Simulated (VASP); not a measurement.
# Pt (I4/mmm) in VASP: further runs, part 2 of 2

VASP 6.6.1.

## 3. Single point, PBEsol (strain +0.015 along x and y, -0.030 along z)

Input file INCAR:

```
ALGO     = Fast           # electronic algorithm
EDIFF    = 1E-7           # SCF threshold, eV
ENCUT    = 520            # plane-wave cutoff, eV
GGA      = PS             # functional
ISIF     = 2              # what is computed and relaxed
ISMEAR   = 0              # smearing method
LASPH    = True           # aspherical terms in the spheres
LCHARG   = True           # write CHGCAR
LELF     = True           # ELF
LREAL    = False          # projectors in reciprocal space
LVHAR    = True         
LWAVE    = False          # write WAVECAR
NBANDS   = 11             # bands
NELM     = 100            # most SCF steps
PREC     = Accurate       # precision mode
SIGMA    = 0.15           # smearing width, eV
```

Input file KPOINTS:

```
k-points
0
Gamma
  22 22 22
```

Input file POSCAR:

```
Pt
1.0
   -1.6079833000      1.6079833000      1.5366934000
    1.6079833000     -1.6079833000      1.5366934000
    1.6079833000      1.6079833000     -1.5366934000
Pt
1
Direct
    0.0000000000      0.0000000000      0.0000000000
```

Potentials or basis: VASP PAW PBE potentials, release 64 (Pt).

The run is started by

```console
$ cat potpaw_PBE.64/Pt/POTCAR > POTCAR
$ mpirun -np 1 vasp_std > vasp.out
```

OUTCAR:

```text
EDIFF = 1E-7
   ENCUT = 520
   GGA = PS
   ISIF = 2
   ISMEAR = 0
   LASPH = True
   LREAL = False
   NELM = 100
   PREC = Accurate

 ion  position               nearest neighbor table
   1  0.000  0.000  0.000-

  LATTYP: Found a body centered tetragonal cell.
 ALAT       =     3.2159666000
 C/A-ratio  =     0.9556650246

  Lattice vectors:

 A1 = (  -1.6079833000,   1.6079833000,   1.5366934000)
 A2 = (   1.6079833000,  -1.6079833000,   1.5366934000)
[... 510 lines left out ...]
      3       8.6904      2.00000
      4       8.9152      2.00000
      5       9.6623      1.97800
      6      10.9550      0.00000
      7      17.4320      0.00000
      8      23.2715      0.00000
      9      25.6159      0.00000
     10      33.8107      0.00000
     11      34.0628      0.00000

 [... further k-points ...]
[... 5 lines left out ...]
  --------------------------------------------------------------------------------------
  -------------------------------------------------------------------------------------
  Total       -0.9638554     -0.9638554     -1.4170020      0.0000000      0.0000000      0.0000000
  in kB      -97.1655193    -97.1655193   -142.8468796      0.0000000      0.0000000      0.0000000
  external PRESSURE =    -112.3926394 kB  Pullay stress =       0.0000000 kB

 VOLUME and BASIS-vectors are now :
 -----------------------------------------------------------------------------
  energy-cutoff  :      520.00
  volume of cell :       15.89
      direct lattice vectors                 reciprocal lattice vectors
    -1.607983300  1.607983300  1.536693400     0.000000000  0.310948503  0.325373949
     1.607983300 -1.607983300  1.536693400     0.310948503  0.000000000  0.325373949
     1.607983300  1.607983300 -1.536693400     0.310948503  0.310948503  0.000000000

 POSITION                                       TOTAL-FORCE (eV/Angst)
 -----------------------------------------------------------------------------------
      0.00000      0.00000      0.00000         0.000000     -0.000000     -0.000000
 -----------------------------------------------------------------------------------
    total drift:                                0.000000     -0.000000      0.000000

  FREE ENERGIE OF THE ION-ELECTRON SYSTEM (eV)
  ---------------------------------------------------
  free  energy   TOTEN  =        -6.8371365686 eV

  energy  without entropy=       -6.8238916784  energy(sigma->0) =       -6.83051412
```

stdout:

```text
POSCAR found type information on POSCAR Pt
 POSCAR found :  1 types and       1 ions
 scaLAPACK will be used
 -----------------------------------------------------------------------------
|                                                                             |
|                                                                             |
|     You enforced a specific xc type in the INCAR file but a different       |
|     I HOPE YOU KNOW WHAT YOU ARE DOING!                                     |
|                                                                             |
 -----------------------------------------------------------------------------

 LDA part: xc-table for (Slater+PW92), standard interpolation
 POSCAR, INCAR and KPOINTS ok, starting setup
 FFT: planning ... GRIDC
 FFT: planning ... GRID_SOFT
 FFT: planning ... GRID
 WAVECAR not read
 entering main loop
WARNING in EDDRMM: call to ZHEGV failed, returncode =   8  4     10
```

Wall time 2.2 min (1 thread of Intel Xeon Platinum 8175M at 2.50GHz (Skylake/Cascade Lake), shared host); peak memory 0.25 GiB.

Results:

```
Free energy            : -6.8371 eV
Pressure               : -11.2 GPa
Band gap on the k mesh : zero (band 5 reaches 10.92 eV, above the bottom of band 6 at 8.84 eV)
```

Levels at points of the mesh, in eV from the Fermi level:
| k point | band 3 | band 4 | band 5 | band 6 | band 7 | band 8 |
| --- | --- | --- | --- | --- | --- | --- |
| (0.00, 0.00, 0.00) | -3.30 | -3.30 | -1.24 | -0.72 | 16.81 | 16.81 |
| (0.50, 0.00, 0.00) | -1.08 | -0.47 | 0.34 | 1.06 | 6.36 | 13.07 |
| (0.50, 0.50, 0.00) | -1.49 | -0.77 | 0.04 | 0.99 | 5.97 | 13.61 |
| (0.50, 0.50, 0.50) | 0.49 | 0.49 | 0.62 | 7.15 | 7.15 | 8.54 |

Caveat: the cell differs from its parent crystal (strain +0.015 along x and y, -0.030 along z); the PAW data sets were made with another functional, which shifts forces and pressure a little; spin-orbit coupling is left out, which moves the levels of the heavy elements.

## 4. Single point, PBEsol (strain +0.000 along x and y, +0.015 along z)

Input file INCAR:

```
PREC     = Accurate       # precision mode
ENCUT    = 520            # plane-wave cutoff, eV
EDIFF    = 1E-6           # SCF threshold, eV
ISMEAR   = 0              # smearing method
SIGMA    = 0.15           # smearing width, eV
LREAL    = False          # projectors in reciprocal space
LASPH    = True           # aspherical terms in the spheres
NELM     = 100            # most SCF steps
ALGO     = Fast           # electronic algorithm
ISIF     = 2              # what is computed and relaxed
LWAVE    = False          # write WAVECAR
LCHARG   = False          # write CHGCAR
GGA      = PS             # functional
NBANDS   = 11             # bands
```

Input file KPOINTS:

```
regular mesh
0
Gamma
  22 22 22
```

Input file POSCAR:

```
Pt
1.0
   -1.5842200000      1.5842200000      1.6079833000
    1.5842200000     -1.5842200000      1.6079833000
    1.5842200000      1.5842200000     -1.6079833000
Pt
1
Direct
    0.0000000000      0.0000000000      0.0000000000
```

The run is started by

```console
$ cat potpaw_PBE.64/Pt/POTCAR > POTCAR
$ mpirun -np 1 vasp_std > vasp.out
```

Run time: 1.8 min. Hardware: 1 thread of Intel Xeon Platinum 8175M at 2.50GHz (Skylake/Cascade Lake), shared host; peak memory 0.27 GiB.

It converged, with:

* Free energy: -6.8112 eV
* Pressure: -14.4 GPa
* Band gap on the k mesh: zero (band 5 reaches 10.63 eV, above the bottom of band 6 at 8.59 eV)

Stress tensor (GPa, compression positive):
```
-14.82   0.00   0.00
  0.00 -14.82   0.00
  0.00   0.00 -13.46
```

Levels at points of the mesh, in eV from the Fermi level:
```
           k point  band 3  band 4  band 5  band 6  band 7  band 8
(0.00, 0.00, 0.00)   -3.39   -3.27   -1.00   -0.85   16.92   17.20
(0.50, 0.00, 0.00)   -1.17   -0.63    0.26    1.02    6.06   13.30
(0.50, 0.50, 0.00)   -1.01   -0.57    0.35    1.04    6.18   13.13
(0.50, 0.50, 0.50)    0.50    0.54    0.54    7.28    7.72    7.72
```

Caveat: the cell differs from its parent crystal (strain +0.000 along x and y, +0.015 along z); the PAW data sets were made with another functional, which shifts forces and pressure a little; spin-orbit coupling is left out, which moves the levels of the heavy elements.

## 5. Summary

```csv
cell,further INCAR settings,gap on the mesh (eV),pressure (GPa)
"a = 2.745 Å, angles 110.7, 110.7, 107.0°, 1 atom",ALGO = Fast; EDIFF = 1e-06; NBANDS = 11,none,-11.3
"a = 2.745 Å, angles 108.3, 108.3, 111.9°, 1 atom",ALGO = Fast; EDIFF = 1e-07; NBANDS = 11,none,-11.2
"a = 2.758 Å, angles 109.9, 109.9, 108.7°, 1 atom",ALGO = Fast; EDIFF = 1e-06; NBANDS = 11,none,-14.4
```

Alike in all rows: task single point; level PBEsol; potentials or basis VASP PAW PBE potentials, release 64 (Pt); no spin polarisation; k mesh 22 × 22 × 22; cutoff (eV) 520; smearing gaussian 0.15 eV.

Caveats: the PAW data sets were made with another functional, which shifts forces and pressure a little; spin-orbit coupling is left out, which moves the levels of the heavy elements.

Absolute energies hang on the potentials; compare differences alone.
